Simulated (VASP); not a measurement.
Al2Cu, 3 atoms in the cell. It takes space group Pmm2 (No. 25, orthorhombic). Conventional cell: a = 2.885 Å, b = 4.011 Å, c = 4.011 Å, α = 90.00°, β = 90.00°, γ = 90.00°. Al (site symmetry mm2) has 4 Cu at 2.47 Å and 6 Al at 2.78 to 2.90 Å within 3.3 Å. Within 3.2 Å of Al (site symmetry mm2) lie 4 Cu at 2.40 to 2.55 Å and 6 Al at 2.78 to 2.90 Å. Within 3.2 Å of Cu (site symmetry mm2) lie 8 Al at 2.40 to 2.55 Å and 2 Cu at 2.88 Å. 

* Program: VASP 6.6.1
* Task: single point
* Functional: PBE
* Potentials or basis: VASP PAW PBE potentials, release 64 (Al, Cu)
* Cutoff: 520 eV
* k mesh: 10 × 10 × 14
* Occupations: gaussian, width 0.15 eV
* Spin: no spin polarisation
* Dipole correction: no
* Further INCAR settings: ALGO = Fast; EDIFF = 1e-07; NBANDS = 16

Potentials or basis: VASP PAW PBE potentials, release 64 (Al, Cu).

The run is started by

```sh
$ cat potpaw_PBE.64/Al/POTCAR potpaw_PBE.64/Cu/POTCAR > POTCAR
$ mpirun -np 1 vasp_std > vasp.out
```

Hardware: 1 thread of Intel(R) Xeon(R) Platinum 8488C (Sapphire Rapids), with other jobs on the host.

Task: Estimate the wall time of this run.

Result: Wall time 4.3 min on 1 thread of Intel(R) Xeon(R) Platinum 8488C (Sapphire Rapids), with other jobs on the host, peak memory 0.31 GiB. Counts: scf iterations 19, k points 288.
